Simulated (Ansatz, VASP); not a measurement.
## MgO in VASP and in Ansatz

INCAR

```
SYSTEM = MgO
PREC     = Accurate       ! precision mode
ENCUT    = 520            ! plane-wave cutoff, eV
EDIFF    = 1E-6           ! SCF threshold, eV
ISMEAR   = 0              ! smearing method
SIGMA    = 0.05           ! smearing width, eV
LREAL    = .False.        ! projectors in reciprocal space
LASPH    = .True.         ! aspherical terms in the spheres
NELM     = 100            ! most SCF steps
ALGO     = Normal         ! electronic algorithm
ISIF     = 2              ! what is computed and relaxed
LWAVE    = .False.        ! write WAVECAR
LCHARG   = .True.         ! write CHGCAR
GGA      = PS             ! functional
LELF     = .True.         ! ELF
LVHAR    = .True.       
NBANDS   = 26             ! bands
```

File KPOINTS:

```
Automatic mesh
0
Gamma
  9 9 4
  0 0 0
```

Contents of POSCAR:

```
MgO
1.0
    3.2553371795      0.0000000000      0.0000000000
   -1.6276685897      2.8192046953      0.0000000000
    0.0000000000      0.0000000000     10.4149514991
Mg O
4 4
Direct
    0.3333333333      0.6666666667      0.9695963559
    0.0000000000      0.0000000000      0.2209473890
    0.0000000000      0.0000000000      0.7209473890
    0.6666666667      0.3333333333      0.4695963559
    0.3333333333      0.6666666667      0.7799156657
   -0.1597376773      0.0000000000      0.5545028799
    0.0000000000      0.0000000000      0.0295387694
    0.6666666667      0.3333333333      0.2799156657
```

Input for Ansatz:

```yaml
crystal:
  lattice:
    - [3.2553371795, 0.0, 0.0]
    - [-1.6276685897, 2.8192046953, 0.0]
    - [0.0, 0.0, 10.4149514991]
  atoms:
    - { symbol: Mg, position: [0.3333333333, 0.6666666667, 0.9695963559] }
    - { symbol: Mg, position: [0.0, 0.0, 0.220947389] }
    - { symbol: Mg, position: [0.0, 0.0, 0.720947389] }
    - { symbol: Mg, position: [0.6666666667, 0.3333333333, 0.4695963559] }
    - { symbol: O, position: [0.3333333333, 0.6666666667, 0.7799156657] }
    - { symbol: O, position: [-0.1597376773, 0.0, 0.5545028799] }
    - { symbol: O, position: [0.0, 0.0, 0.0295387694] }
    - { symbol: O, position: [0.6666666667, 0.3333333333, 0.2799156657] }
basis:
  ecutwfc: 420
kpoints:
  mp_grid: { grid: [9, 9, 4] }
hamiltonian:
  xc: pbesol
  pseudopotentials: { kind: paw, azcp: { folder: soft_1 } }
scf:
  occupations: { method: gaussian, width: 0.05 }
output:
  forces: true
  stress: true
  eigenvalues: true
```

Alike in both runs: task single point; functional PBEsol; k mesh 9 × 9 × 4; occupations gaussian, width 0.05 eV; no spin polarisation.

|  | VASP | Ansatz |
| --- | --- | --- |
| version | VASP 6.6.1 | Ansatz 0.2.0 |
| potentials or method | VASP PAW PBE potentials, release 64 (Mg, O), cutoff 520 eV | scalar-relativistic, plane waves, PAW |
| valence electrons in the cell | 32 | 64 |

|  | VASP | Ansatz | Ansatz less VASP |
| --- | --- | --- | --- |
| gap on the k mesh at the Fermi level (eV) | 2.38 | 2.40 | +0.017 |
| least direct gap on the mesh (eV) | 2.38 | 2.40 | +0.017 |
| pressure (GPa) | 4.5 | 4.6 | +0.06 |
| traceless stress, the component that is largest in VASP (GPa) | 6.03 | 5.84 | -0.188 |
| rms of the force components (eV/Å) | 1.421 | 1.383 | -0.0377 |

VASP's potentials were made for PBE, not for PBEsol, and Ansatz warns of the same on its side. Atom by atom the forces differ by 0.041 eV/Å (rms over components). VASP's potentials hold 32 valence electrons a cell and Ansatz's 64, so a difference there can come from the potentials and not from the codes.
